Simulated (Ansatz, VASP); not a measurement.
**Fe in VASP and in Ansatz**

File INCAR:

```
SYSTEM = Fe
  PREC = Accurate
  ENCUT = 520
  EDIFF = 1E-6
  ISMEAR = -1
  SIGMA = 0.05
  LREAL = .False.
  LASPH = .True.
  NELM = 150
  ALGO = Normal
  ISIF = 2
  LWAVE = .False.
  LCHARG = .False.
  ISPIN = 2
  MAGMOM = 3
  LORBIT = 11
  LMAXMIX = 4
  GGA = PE
  NBANDS = 14
```

File KPOINTS:

```
Automatic mesh
0
Gamma
  16 16 16
  0 0 0
```

File POSCAR:

```
Fe
1.0
    0.0000000000      1.9545992686      1.9781194830
    1.5083634409      0.0000000000      1.9781194830
    1.5083634409      1.9545992686      0.0000000000
Fe
1
Direct
    0.0000000000      0.0000000000      0.0000000000
```

Input for Ansatz:

```yaml
crystal:
  lattice:
    - [0.0, 1.9545992686, 1.978119483]
    - [1.5083634409, 0.0, 1.978119483]
    - [1.5083634409, 1.9545992686, 0.0]
  atoms:
    - { symbol: Fe, position: [0.0, 0.0, 0.0], spin: 3.0 }
magnetization:
  spin_polarized: true
kpoints:
  mp_grid: { grid: [16, 16, 16] }
scf:
  occupations: { method: fermi_dirac, width: 0.05 }
hamiltonian:
  xc: pbe
  pseudopotentials: { kind: all_electron, lapw: { basis_error: 0.0005 } }
output:
  forces: true
  stress: true
  eigenvalues: true
```

Change from the starting cell: volume scaled by 1.02.

Alike in both runs: task single point; functional PBE; k mesh 16 × 16 × 16; occupations fermi-dirac, width 0.05 eV; collinear spin.

|  | VASP | Ansatz |
| --- | --- | --- |
| version | VASP 6.6.1 | Ansatz 0.2.0 |
| potentials or method | VASP PAW PBE potentials, release 64 (Fe), cutoff 520 eV | all-electron LAPW, scalar-relativistic |

|  | VASP | Ansatz | Ansatz less VASP |
| --- | --- | --- | --- |
| pressure (GPa) | -3.7 | -4.0 | -0.36 |
| traceless stress, the component that is largest in VASP (GPa) | -5.03 | -5.06 | -0.033 |
| net moment per atom (μB) | 2.27 | 2.23 | -0.035 |
| size of the moment on the site where the two differ most (μB) | 2.27 | 2.29 | +0.022 |

Site moments also hang on the region over which each program counts them. Ansatz ran all-electron here, and VASP with PAW potentials.
